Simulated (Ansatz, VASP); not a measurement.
Ta: VASP beside Ansatz

```xyz
1
Lattice="-1.6348 1.6348 1.6513 1.6348 -1.6348 1.6513 1.6348 1.6348 -1.6513" Properties=species:S:1:pos:R:3 pbc="T T T"
Ta    0.0000    0.0000    0.0000
```

Change from the starting cell: equal xx and yy strain of -1 %, crystal datasets.

Alike in both runs: task electric field gradients; functional PBE; k mesh 17 × 17 × 17; occupations fermi-dirac, width 0.08 eV; no spin polarisation.

|  | VASP | Ansatz |
| --- | --- | --- |
| version | VASP 6.6.1 | Ansatz 0.2.0 |
| potentials or method | VASP PAW PBE potentials, release 64 (Ta_pv), cutoff 520 eV | all-electron PAW with datasets made for the crystal, scalar-relativistic |

Ansatz gave:

```
pressure (GPa)                                                : 7.4
traceless stress, the component that is largest in VASP (GPa) : -0.76
size of Vzz on the site where it differs most (V/Å²)          : 7.6
```

Task: Estimate VASP's values.

Result: Pressure (GPa): 7.6; traceless stress, the component that is largest in VASP (GPa): -0.76; size of Vzz on the site where it differs most (V/Å²): 7.3.

Ansatz ran all-electron here, and VASP with PAW potentials.

Spin-orbit coupling is off throughout.
